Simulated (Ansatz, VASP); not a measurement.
# One calculation of Hf, two programs

The input POSCAR:

```
Hf
1.0
    0.0000000000      2.2976741783      2.2976741783
    2.2976741783      0.0000000000      2.2976741783
    2.2976741783      2.2976741783      0.0000000000
Hf
1
Direct
    0.0000000000      0.0000000000      0.0000000000
```

File INCAR.step1:

```
SYSTEM = Hf
PREC     = Accurate       ! precision mode
ENCUT    = 520            ! plane-wave cutoff, eV
ISMEAR   = -1             ! smearing method
SIGMA    = 0.1            ! smearing width, eV
LREAL    = .False.        ! projectors in reciprocal space
LASPH    = .True.         ! aspherical terms in the spheres
NELM     = 100            ! most SCF steps
NBANDS   = 11             ! bands
GGA      = PE             ! functional
ALGO     = Normal         ! electronic algorithm
EDIFF    = 1E-4           ! SCF threshold, eV
LWAVE    = .True.         ! write WAVECAR
LCHARG   = .False.        ! write CHGCAR
```

INCAR.step2

```
SYSTEM = Hf
PREC     = Accurate       ! precision mode
ENCUT    = 520            ! plane-wave cutoff, eV
EDIFF    = 1E-6           ! SCF threshold, eV
ISMEAR   = -1             ! smearing method
SIGMA    = 0.1            ! smearing width, eV
LREAL    = .False.        ! projectors in reciprocal space
LASPH    = .True.         ! aspherical terms in the spheres
NELM     = 100            ! most SCF steps
ALGO     = Normal         ! electronic algorithm
ISIF     = 2              ! what is computed and relaxed
LWAVE    = .False.        ! write WAVECAR
LCHARG   = .False.        ! write CHGCAR
METAGGA  = R2SCAN         ! meta-GGA
LMIXTAU  = .True.       
NBANDS   = 11             ! bands
ISTART   = 1
```

KPOINTS

```
regular mesh
0
Gamma
  14 14 14
  0 0 0
```

Input for Ansatz:

```yaml
crystal:
  lattice:
    - [0.0, 2.2976741783, 2.2976741783]
    - [2.2976741783, 0.0, 2.2976741783]
    - [2.2976741783, 2.2976741783, 0.0]
  atoms:
    - { symbol: Hf, position: [0.0, 0.0, 0.0] }
hamiltonian:
  xc: r2scan
  pseudopotentials:
    kind: paw
    azcp:
      Hf: "pseudopotentials/Hf.paw.azcp"
basis:
  ecutwfc: 500
  fft_grid_basis: typed
kpoints:
  mp_grid: { grid: [14, 14, 14], shift: [0, 0, 0] }
magnetization:
  spin_polarized: false
scf:
  occupations: { method: fermi_dirac, width: 0.1 }
  lower_state_search: "off"
output:
  stress: true
```

Alike in both runs: task single point; functional r2SCAN; k mesh 14 × 14 × 14; occupations fermi-dirac, width 0.1 eV; no spin polarisation.

```csv
,VASP,Ansatz
version,VASP 6.6.1,Ansatz 0.2.0
potentials or method,"VASP PAW PBE potentials, release 64 (Hf_pv), cutoff 520 eV","plane waves (500 eV) with PAW, scalar-relativistic"
valence electrons in the cell,10,26
```

VASP gave:

| Item | Value |
| --- | --- |
| pressure (GPa) | -7.6 |

Question: What did Ansatz give for the same quantities?

Answer: Pressure (GPa): -7.1.

VASP's potentials were made for PBE, not for r2SCAN. VASP's potentials hold 10 valence electrons a cell and Ansatz's 26, so a difference there can come from the potentials and not from the codes.

Neither program's run includes spin-orbit coupling.
